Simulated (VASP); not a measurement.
Runs of VASP 6.6.1 on Ti3Al. The structure is that of space group P-6m2 (No. 187), or close to it. The cells are those of the table. 

```csv
level,potentials or basis,cell,k mesh,gap on the mesh (eV),pressure (GPa),largest force (eV/Å)
PBEsol,"VASP PAW PBE potentials, release 64 (Ti_sv, Al)","a = 2.966, b = 2.966, c = 9.348 Å, angles 90.0, 90.0, 120.0°, 4 atoms",10 × 10 × 3,none,-7.3,(b)
LDA,"VASP PAW LDA potentials, release 64 (Ti_sv, Al)","a = 2.928, b = 2.928, c = 9.226 Å, angles 90.0, 90.0, 120.0°, 4 atoms",10 × 10 × 3,none,-7.1,0.14
r2SCAN,"VASP PAW PBE potentials, release 64 (Ti_sv, Al)","a = 2.985, b = 2.985, c = 9.407 Å, angles 90.0, 90.0, 120.0°, 4 atoms",10 × 10 × 3,none,-6.5,0.02
PBEsol,"VASP PAW PBE potentials, release 64 (Ti_sv, Al)","a = 2.868, b = 2.868, c = 9.038 Å, angles 90.0, 90.0, 120.0°, 4 atoms",10 × 10 × 3,none,(a),(c)
r2SCAN,"VASP PAW PBE potentials, release 64 (Ti_sv, Al)","a = 2.928, b = 2.928, c = 9.226 Å, angles 90.0, 90.0, 120.0°, 4 atoms",6 × 6 × 2,none,-0.5,0.08
```

Alike in all rows: task single point; no spin polarisation; cutoff (eV) 520; smearing fermi-dirac 0.05 eV.

Estimate the missing entries.

(a) 3.6; (b) 0.11; (c) 0.06.

Caveats: some runs use coarse meshes; the PAW data sets were made with another functional, which shifts forces and pressure a little (some runs).

A gap of «none» marks levels without a gap at the run's occupations.
